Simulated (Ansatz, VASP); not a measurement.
## CaS: VASP beside Ansatz

```
Ca S
1.0
     0.00000    2.78235    2.78235
     2.78235    0.00000    2.78235
     2.78235    2.78235    0.00000
Ca S
1 1
Direct
  0.00000 0.00000 0.00000
  0.50000 0.50000 0.50000
```

Alike in both runs: task single point; functional LDA; k mesh 6 × 6 × 6; occupations gaussian, width 0.05 eV; no spin polarisation.

|  | VASP | Ansatz |
| --- | --- | --- |
| version | VASP 6.6.1 | Ansatz 0.2.0 |
| potentials or method | VASP PAW LDA potentials, release 64 (Ca_sv, S), cutoff 500 eV | scalar-relativistic, plane waves, PAW |
| valence electrons in the cell | 16 | 16 |

|  | VASP | Ansatz | Ansatz less VASP |
| --- | --- | --- | --- |
| gap on the k mesh at the Fermi level (eV) | 1.96 | 1.97 | +0.012 |
| least direct gap on the mesh (eV) | 2.83 | 2.84 | +0.012 |
| pressure (GPa) | 0.2 | 0.0 | -0.26 |

LDA's correlation is that of Perdew and Zunger in VASP and of Perdew and Wang (1992) in Ansatz.
